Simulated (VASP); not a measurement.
# Pt (Fm-3m) in VASP: further runs

Runs on Pt. Level: PBE. Tasks: single point.

Program: VASP 6.6.1. These are calculated values, not measurements. Logs are shortened: lines on timing, memory, paths and dates and some standing lists are left out, and cuts for length are marked.

**1. The cell of the first run**

Symmetry: Fm-3m, No. 225, cubic system. Conventional cell: a = 3.855 Å, b = 3.855 Å, c = 3.855 Å, α = 90.00°, β = 90.00°, γ = 90.00°. Pt (site symmetry m-3m) has 12 Pt at 2.73 Å within 3.6 Å.

**2. Single point, PBE**

The input, INCAR:

```
  ALGO = Normal
  EDIFF = 1E-6
  ENCUT = 520
  GGA = PE
  ISIF = 2
  ISMEAR = 1
  LASPH = True
  LCHARG = False
  LREAL = False
  LWAVE = False
  NBANDS = 11
  NELM = 80
  PREC = Accurate
  SIGMA = 0.05
```

The input, KPOINTS:

```
k-points
0
Gamma
  10 10 10
```

The input, POSCAR:

```
Pt
1.0
    0.0000000000      1.9276579849      1.9276579849
    1.9276579849      0.0000000000      1.9276579849
    1.9276579849      1.9276579849      0.0000000000
Pt
1
Direct
    0.0000000000      0.0000000000      0.0000000000
```

Potentials or basis: VASP PAW PBE potentials, release 64 (Pt).

The run is started by

```
$ cat potpaw_PBE.64/Pt/POTCAR > POTCAR
$ mpirun -np 1 vasp_std > vasp.out
```

OUTCAR:

```text
EDIFF = 1E-6
   ENCUT = 520
   GGA = PE
   ISIF = 2
   ISMEAR = 1
   LASPH = True
   LREAL = False
   NELM = 80
   PREC = Accurate

 ion  position               nearest neighbor table
   1  0.000  0.000  0.000-

  LATTYP: Found a face centered cubic cell.
 ALAT       =     3.8553159698

  Lattice vectors:

 A1 = (   0.0000000000,   1.9276579849,   1.9276579849)
 A2 = (   1.9276579849,   0.0000000000,   1.9276579849)
 A3 = (   1.9276579849,   1.9276579849,   0.0000000000)

Analysis of symmetry for initial positions (statically):
=====================================================================
 Subroutine PRICEL returns:
 Original cell was already a primitive cell.

 Routine SETGRP: Setting up the symmetry group for a
 face centered cubic supercell.

 Subroutine GETGRP returns: Found 48 space group operations
 (whereof 48 operations were pure point group operations)
 out of a pool of 48 trial point group operations.

The static configuration has the point symmetry O_h .

Analysis of symmetry for dynamics (positions and initial velocities):
=====================================================================
 Subroutine PRICEL returns:
 Original cell was already a primitive cell.

 Routine SETGRP: Setting up the symmetry group for a
 face centered cubic supercell.

 Subroutine GETGRP returns: Found 48 space group operations
 (whereof 48 operations were pure point group operations)
 out of a pool of 48 trial point group operations.

The dynamic configuration has the point symmetry O_h .

 Subroutine INISYM returns: Found 48 space group operations
 (whereof 48 operations are pure point group operations),
 and found     1 'primitive' translations

----------------------------------------------------------------------------------------

                                     Primitive cell

  volume of cell :      14.3258

  direct lattice vectors                    reciprocal lattice vectors
     0.000000000  1.927657985  1.927657985    -0.259382112  0.259382112  0.259382112
     1.927657985  0.000000000  1.927657985     0.259382112 -0.259382112  0.259382112
     1.927657985  1.927657985  0.000000000     0.259382112  0.259382112 -0.259382112

  length of vectors
     2.726120066  2.726120066  2.726120066     0.449262997  0.449262997  0.449262997

  position of ions in fractional coordinates (direct lattice)
     0.000000000  0.000000000  0.000000000

  ion indices of the primitive-cell ions
   primitive index   ion index
                 1           1

[... 81 lines left out ...]
   PSTRESS=    0.0 pullay stress
   NELECT =      10.0000    total number of electrons
   NUPDOWN=      -1.0000    fix difference up-down
   EMIN   =  10.00;   EMAX   =-10.00  energy-range for DOS
   EFERMI =   0.00;   METHOD = LEGACY
   ISMEAR =     1;   SIGMA  =   0.05  broadening in eV -4-tet -1-fermi 0-gaus
   EFERMI_NEDOS =   21; number of points for ismear=-14 and -15
   IALGO  =     38    algorithm
   IMIX   =      4    mixing-type and parameters
     AMIX     =   0.40;   BMIX     =  1.00
     AMIX_MAG =   1.60;   BMIX_MAG =  1.00
  volume/ion in A,a.u.               =      14.33        96.68
  Fermi-wavevector in a.u.,A,eV,Ry     =   1.452228  2.744313 28.694233  2.108967
  Thomas-Fermi vector in A             =   2.569634
   LORBIT       =      0    0 simple, 1 ext, 2 COOP (PROOUT), +10 PAW based schemes
   GGA     = PE    functional components
   LHFCALC =     F    Hartree Fock is set to
   AEXX    =    0.0000 exact exchange contribution
   IVDW    =     0    specifies the selected vdW correction
   LEPSILON=     F    determine dielectric tensor
   LRPA    =     F    only Hartree local field effects (RPA)
 non-spin polarized calculation
 Methfessel and Paxton  Order N= 1 SIGMA  =   0.05
  energy-cutoff  :      520.00
  volume of cell :       14.33
 maximum number of plane-waves:       393
   NGX = 11   NGY = 11   NGZ = 11

 number of electron      10.0000000 magnetization

 number of electron       9.9999999 magnetization

 Free energy of the ion-electron system (eV)
  ---------------------------------------------------
  ext. energy  EPLUGINS =         0.00000000
  ---------------------------------------------------
  free energy    TOTEN  =        -5.98355083 eV

  energy without entropy =       -5.98369921  energy(sigma->0) =       -5.98360029

 E-fermi :  12.3202     XC(G=0): -13.8008

 val. band max:       12.3033910724   @ k =   0.5000   0.5000   0.0000
 cond. band min:      12.3408341410   @ k =   0.5000   0.0000   0.0000
 fundamental gap:      0.0374430687
 Fermi energy:        12.3201843596

 k-point     1 :       0.0000    0.0000    0.0000
  band No.  band energies     occupation
      1       1.4736      2.00000
      2       8.1695      2.00000
      3       8.1695      2.00000
      4       8.1695      2.00000
      5      10.5148      2.00000
      6      10.5148      2.00000
      7      26.7584      0.00000
      8      32.0182      0.00000
      9      32.0182      0.00000
     10      32.0182      0.00000
     11      37.5521      0.00000
[... 309 lines left out ...]
 k-point    24 :       0.4000    0.3000    0.0000
  band No.  band energies     occupation
      1       5.1530      2.00000
      2       5.7984      2.00000
      3       9.4333      2.00000
      4      10.8538      2.00000
      5      12.2307      2.02969
      6      12.4989     -0.00001
      7      24.6521      0.00000
      8      26.9672      0.00000
      9      27.6078      0.00000
     10      32.7934      0.00000
     11      34.9313      0.00000

 [... further k-points ...]

------------------------ aborting loop because EDIFF is reached ----------------------------------------

  FORCE on cell =-STRESS in cart. coord.  units (eV):
  Direction    XX          YY          ZZ          XY          YZ          ZX
  --------------------------------------------------------------------------------------
  -------------------------------------------------------------------------------------
  Total        2.4357143      2.4357143      2.4357143      0.0000000     -0.0000000      0.0000000
  in kB      272.4062011    272.4062011    272.4062011      0.0000000     -0.0000000      0.0000000
  external PRESSURE =     272.4062011 kB  Pullay stress =       0.0000000 kB

 VOLUME and BASIS-vectors are now :
 -----------------------------------------------------------------------------
  energy-cutoff  :      520.00
  volume of cell :       14.33
      direct lattice vectors                 reciprocal lattice vectors
     0.000000000  1.927657985  1.927657985    -0.259382112  0.259382112  0.259382112
     1.927657985  0.000000000  1.927657985     0.259382112 -0.259382112  0.259382112
     1.927657985  1.927657985  0.000000000     0.259382112  0.259382112 -0.259382112

 POSITION                                       TOTAL-FORCE (eV/Angst)
 -----------------------------------------------------------------------------------
      0.00000      0.00000      0.00000         0.000000      0.000000      0.000000
 -----------------------------------------------------------------------------------
    total drift:                               -0.000000     -0.000000     -0.000000

  FREE ENERGIE OF THE ION-ELECTRON SYSTEM (eV)
  ---------------------------------------------------
  free  energy   TOTEN  =        -5.9835508312 eV

  energy  without entropy=       -5.9836992107  energy(sigma->0) =       -5.98360029
```

OSZICAR:

```text
N       E                     dE             d eps       ncg     rms          rms(c)
DAV:   1     0.396584914248E+02    0.39658E+02   -0.53512E+03  1058   0.844E+02
DAV:   2    -0.579331176953E+01   -0.45452E+02   -0.43954E+02  1181   0.179E+02
DAV:   3    -0.634353072555E+01   -0.55022E+00   -0.54949E+00  1210   0.190E+01
DAV:   4    -0.634554397113E+01   -0.20132E-02   -0.20132E-02  1187   0.132E+00
DAV:   5    -0.634555913410E+01   -0.15163E-04   -0.15165E-04  1211   0.106E-01    0.151E+01
DAV:   6    -0.603320370219E+01    0.31236E+00   -0.62482E-01  1109   0.649E+00    0.807E+00
DAV:   7    -0.598738784592E+01    0.45816E-01   -0.15762E-01  1184   0.317E+00    0.251E+00
DAV:   8    -0.598365030418E+01    0.37375E-02   -0.60630E-03  1142   0.693E-01    0.471E-01
DAV:   9    -0.598354569788E+01    0.10461E-03   -0.41784E-05  1202   0.612E-02    0.290E-02
DAV:  10    -0.598355064953E+01   -0.49516E-05   -0.21304E-06  1254   0.118E-02    0.396E-03
DAV:  11    -0.598355083122E+01   -0.18170E-06   -0.58091E-08   625   0.212E-03
   1 F= -.59835508E+01 E0= -.59836003E+01  d E =0.148379E-03
```

Wall time 7.7 s (1 thread of AMD EPYC 7R13, shared host); peak memory 0.1 GiB.

What came out:

- Free energy: -5.9836 eV
- Pressure: 27.2 GPa
- Band gap on the k mesh: zero (band 5 reaches 12.84 eV, above the bottom of band 6 at 10.43 eV)

Caveat: spin-orbit coupling is left out, which moves the levels of the heavy elements.

**3. Single point, PBE**

This run uses another cell than the first one, of 14.78 Å³/atom, 1.032 times its volume.

The input, INCAR:

```
PREC     = Accurate       # precision mode
ENCUT    = 520            # plane-wave cutoff, eV
EDIFF    = 1E-6           # SCF threshold, eV
ISMEAR   = 1              # smearing method
SIGMA    = 0.05           # smearing width, eV
LREAL    = False          # projectors in reciprocal space
LASPH    = True           # aspherical terms in the spheres
NELM     = 60             # most SCF steps
ALGO     = Normal         # electronic algorithm
ISIF     = 2              # what is computed and relaxed
LWAVE    = False          # write WAVECAR
LCHARG   = True           # write CHGCAR
GGA      = PE             # functional
LELF     = True           # ELF
LVHAR    = True         
NBANDS   = 11             # bands
```

The input, KPOINTS:

```
regular mesh
0
Gamma
  10 10 10
```

The input, POSCAR:

```
Pt
1.0
    0.0000000000      1.9477392008      1.9477392008
    1.9477392008      0.0000000000      1.9477392008
    1.9477392008      1.9477392008      0.0000000000
Pt
1
Direct
    0.0000000000      0.0000000000      0.0000000000
```

Potentials or basis: VASP PAW PBE potentials, release 64 (Pt).

The run is started by

```
$ cat potpaw_PBE.64/Pt/POTCAR > POTCAR
$ mpirun -np 1 vasp_std > vasp.out
```

It took 9.5 s on 1 thread of AMD EPYC 7R13, shared host; peak memory 0.1 GiB.

The run converged. Its results:

| Quantity | Value |
| --- | --- |
| Free energy | -6.0445 eV |
| Pressure | 16.0 GPa |
| Band gap on the k mesh | zero (band 5 reaches 12.18 eV, above the bottom of band 6 at 9.89 eV) |

Levels at points of the mesh, in eV from the Fermi level:
```
           k point  band 3  band 4  band 5  band 6  band 7  band 8
(0.00, 0.00, 0.00)   -3.94   -3.94   -1.71   -1.71   14.55   19.63
(0.50, 0.00, 0.00)   -4.01   -0.58    0.02    0.02    5.98   14.13
(0.50, 0.50, 0.00)   -0.02    0.49    0.49    1.72    9.08   11.43
```

Caveat: spin-orbit coupling is left out, which moves the levels of the heavy elements.

[end of part 1 of 2]
